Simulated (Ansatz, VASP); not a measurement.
## WS2 in VASP and in Ansatz

Contents of POSCAR:

```
WS2
1.0
    1.5684023653      0.9055175278      6.1219674337
   -1.5684023653      0.9055175278      6.1219674337
    0.0000000000     -1.8110350555      6.1219674337
W S
1 2
Direct
    0.0000000000      0.0000000000      0.0000000000
    0.5810000000      0.5810000000      0.5810000000
    0.7503000000      0.7503000000      0.7503000000
```

Contents of INCAR.step1:

```
  PREC = Accurate
  ENCUT = 520
  ISMEAR = -1
  SIGMA = 0.05
  LREAL = False
  LASPH = True
  NELM = 60
  NBANDS = 20
  GGA = PE
  ALGO = Normal
  EDIFF = 1E-4
  LWAVE = True
  LCHARG = False
```

INCAR.step2

```
  PREC = Accurate
  ENCUT = 520
  EDIFF = 1E-6
  ISMEAR = -1
  SIGMA = 0.05
  LREAL = False
  LASPH = True
  NELM = 60
  ALGO = Normal
  ISIF = 2
  LWAVE = False
  LCHARG = False
  METAGGA = R2SCAN
  LMIXTAU = True
  NBANDS = 20
  ISTART = 1
```

Contents of KPOINTS:

```
Automatic mesh
0
Gamma
  10 10 10
```

Contents of input.yaml:

```yaml
crystal:
  lattice:
    - [1.5684023653, 0.9055175278, 6.1219674337]
    - [-1.5684023653, 0.9055175278, 6.1219674337]
    - [0.0, -1.8110350555, 6.1219674337]
  atoms:
    - { symbol: W, position: [0.0, 0.0, 0.0] }
    - { symbol: S, position: [0.581, 0.581, 0.581] }
    - { symbol: S, position: [0.7503, 0.7503, 0.7503] }
hamiltonian:
  xc: r2scan
  pseudopotentials: { kind: paw }
kpoints:
  mp_grid: { grid: [10, 10, 10] }
scf:
  occupations: { method: fermi_dirac, width: 0.05 }
output:
  forces: true
  stress: true
  eigenvalues: true
  write_density: true
  write_potential: true
  elf: true
  volumetric_format: npy
```

Alike in both runs: task single point; functional r2SCAN; k mesh 10 × 10 × 10; occupations fermi-dirac, width 0.05 eV; no spin polarisation.

|  | VASP | Ansatz |
| --- | --- | --- |
| version | VASP 6.6.1 | Ansatz 0.2.0 |
| potentials or method | VASP PAW PBE potentials, release 64 (W_sv, S) | Ansatz PAW |
| plane-wave cutoff (eV) | 520 | 500 |
| valence electrons in the cell | 26 | 26 |

|  | VASP | Ansatz | Ansatz less VASP |
| --- | --- | --- | --- |
| gap on the k mesh at the Fermi level (eV) | 1.17 | 1.15 | -0.016 |
| least direct gap on the mesh (eV) | 2.43 | 2.43 | -0.004 |
| pressure (GPa) | 6.6 | 6.3 | -0.22 |
| traceless stress, the component that is largest in VASP (GPa) | -0.63 | -0.57 | +0.065 |
| rms of the force components (eV/Å) | 0.311 | 0.305 | -0.0056 |

VASP's potentials were made for PBE, not for r2SCAN. Atom by atom the forces differ by 0.011 eV/Å (rms over components).

Spin-orbit coupling is off throughout.
